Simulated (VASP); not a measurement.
# AlNi (P4mm) in VASP: further runs, part 2 of 2

VASP 6.6.1. The steps go on from the part before.

### 3 Single point, PBE (the distance across one plane changed)

INCAR reads:

```
  ALGO = Fast
  EDIFF = 1E-6
  ENCUT = 520
  GGA = PE
  ISIF = 2
  ISMEAR = 0
  LASPH = T
  LCHARG = F
  LREAL = F
  LWAVE = F
  NBANDS = 28
  NELM = 100
  PREC = Accurate
  SIGMA = 0.15
```

KPOINTS reads:

```
k-points
0
Gamma
  20 20 7
```

POSCAR reads:

```
AlNi
1.0
    0.0000000000     -2.8930835280      0.0000000000
    0.0000000000      0.0000000000     -2.8930835280
    9.4292505841      0.0000000000      0.0000000000
Al Ni
3 3
Direct
    0.0000000000      1.0000000000      0.8437399109
    0.0000000000      1.0000000000      0.2300997277
    0.0000000000      1.0000000000      0.5369198193
    0.5000000000      0.5000000000      0.0766896819
    0.5000000000      0.5000000000      0.3835097735
    0.5000000000      0.5000000000      0.6903298651
```

Potentials or basis: VASP PAW PBE potentials, release 64 (Al, Ni).

Run with:

```sh
> cat potpaw_PBE.64/Al/POTCAR potpaw_PBE.64/Ni/POTCAR > POTCAR
> mpirun -np 1 vasp_std > vasp.out
```

OUTCAR:

```text
EDIFF = 1E-6
   ENCUT = 520
   GGA = PE
   ISIF = 2
   ISMEAR = 0
   LASPH = T
   LREAL = F
   NELM = 100
   PREC = Accurate

 ion  position               nearest neighbor table
   1  0.000  0.000  0.844-   6 2.51   6 2.51   6 2.51   6 2.51   3 2.89   4 3.00   4 3.00   4 3.00
                             4 3.00
   2  0.000  0.000  0.230-   4 2.51   5 2.51   4 2.51   5 2.51   4 2.51   5 2.51   4 2.51   5 2.51
                             3 2.89
   3  0.000  0.000  0.537-   6 2.51   6 2.51   6 2.51   6 2.51   5 2.51   5 2.51   5 2.51   5 2.51
                             1 2.89   2 2.89
   4  0.500  0.500  0.077-   2 2.51   2 2.51   2 2.51   2 2.51   5 2.89   1 3.00   1 3.00   1 3.00
                             1 3.00
   5  0.500  0.500  0.384-   2 2.51   3 2.51   2 2.51   3 2.51   2 2.51   3 2.51   2 2.51   3 2.51
                             6 2.89   4 2.89
   6  0.500  0.500  0.690-   3 2.51   3 2.51   3 2.51   3 2.51   1 2.51   1 2.51   1 2.51   1 2.51
                             5 2.89

  LATTYP: Found a simple tetragonal cell.
 ALAT       =     2.8930835280
 C/A-ratio  =     3.2592389721

  Lattice vectors:

[... 192 lines left out ...]
 fundamental gap:      0.0019238397
 Fermi energy:         8.8041924162

 k-point     1 :       0.0000    0.0000    0.0000
  band No.  band energies     occupation
      1      -1.9128      2.00000
      2      -0.3852      2.00000
      3       0.5012      2.00000
      4       4.0932      2.00000
      5       4.6399      2.00000
      6       5.7088      2.00000
[... 733 lines left out ...]
     27      15.9492      0.00000
     28      16.2765      0.00000

 [... further k-points ...]

------------------------ aborting loop because EDIFF is reached ----------------------------------------

  FORCE on cell =-STRESS in cart. coord.  units (eV):
  Direction    XX          YY          ZZ          XY          YZ          ZX
  --------------------------------------------------------------------------------------
  -------------------------------------------------------------------------------------
  Total       -4.0040383     -2.6369275     -2.6369275      0.0000000      0.0000000      0.0000000
  in kB      -81.2848641    -53.5315301    -53.5315301      0.0000000      0.0000000      0.0000000
  external PRESSURE =     -62.7826414 kB  Pullay stress =       0.0000000 kB

 VOLUME and BASIS-vectors are now :
 -----------------------------------------------------------------------------
  energy-cutoff  :      520.00
  volume of cell :       78.92
      direct lattice vectors                 reciprocal lattice vectors
     0.000000000 -2.893083528  0.000000000     0.000000000 -0.345651963  0.000000000
     0.000000000  0.000000000 -2.893083528     0.000000000  0.000000000 -0.345651963
     9.429250584  0.000000000  0.000000000     0.106052967  0.000000000  0.000000000

 POSITION                                       TOTAL-FORCE (eV/Angst)
 -----------------------------------------------------------------------------------
      7.95584      0.00000      0.00000         1.262845     -0.000000     -0.000000
      2.16967      0.00000      0.00000        -0.611069     -0.000000     -0.000000
      5.06275      0.00000      0.00000        -0.037961     -0.000000     -0.000000
      0.72313     -1.44654     -1.44654        -0.777253      0.000000      0.000000
      3.61621     -1.44654     -1.44654         0.066717     -0.000000     -0.000000
      6.50929     -1.44654     -1.44654         0.096722     -0.000000     -0.000000
 -----------------------------------------------------------------------------------
    total drift:                               -0.000883     -0.000000      0.000000

  FREE ENERGIE OF THE ION-ELECTRON SYSTEM (eV)
  ---------------------------------------------------
  free  energy   TOTEN  =       -30.8919331892 eV

  energy  without entropy=      -30.8604209832  energy(sigma->0) =      -30.87617709
```

stdout:

```text
POSCAR found type information on POSCAR AlNi
 POSCAR found :  2 types and       6 ions
 scaLAPACK will be used
 LDA part: xc-table for (Slater+PW92), standard interpolation
 POSCAR, INCAR and KPOINTS ok, starting setup
 FFT: planning ... GRIDC
 FFT: planning ... GRID_SOFT
 FFT: planning ... GRID
 WAVECAR not read
 entering main loop
```

Wall time 4.5 min (1 thread of Intel Xeon 6975P-C (Granite Rapids), shared host); peak memory 0.55 GiB.

Results:

| Property | Result |
| --- | --- |
| Free energy | -30.8919 eV |
| Pressure | -6.3 GPa |
| Largest force | 1.263 eV/Å |
| Band gap on the k mesh | zero (an odd number of electrons rules out a gap without spin polarisation) |

Forces in eV/Å, atoms in the order of the input:
```
Al   1.263  0.000  0.000
Al  -0.611  0.000  0.000
Al  -0.038  0.000  0.000
Ni  -0.777  0.000  0.000
Ni   0.067  0.000  0.000
Ni   0.097  0.000  0.000
```

Stress tensor (GPa, compression positive):
```
-8.13  0.00  0.00
 0.00 -5.35  0.00
 0.00  0.00 -5.35
```

Levels at points of the mesh, in eV from the Fermi level:
| k point | band 17 | band 18 | band 19 | band 20 | band 21 | band 22 |
| --- | --- | --- | --- | --- | --- | --- |
| (0.00, 0.00, 0.00) | -1.22 | -1.09 | -0.86 | -0.24 | 3.92 | 5.81 |
| (0.50, 0.00, 0.00) | -1.39 | -1.11 | -0.80 | -0.74 | -0.34 | 1.96 |
| (0.50, 0.50, 0.00) | -0.48 | 0.28 | 0.28 | 1.20 | 1.20 | 1.53 |

Caveat: the cell differs from its parent crystal (the distance across one plane changed); the cell stands under tension; forces of over 1 eV/Å act on the atoms, so gaps and moduli don't describe the material at rest. Spin polarisation is off, so any magnetic state and its effect on volume and gap are missing.
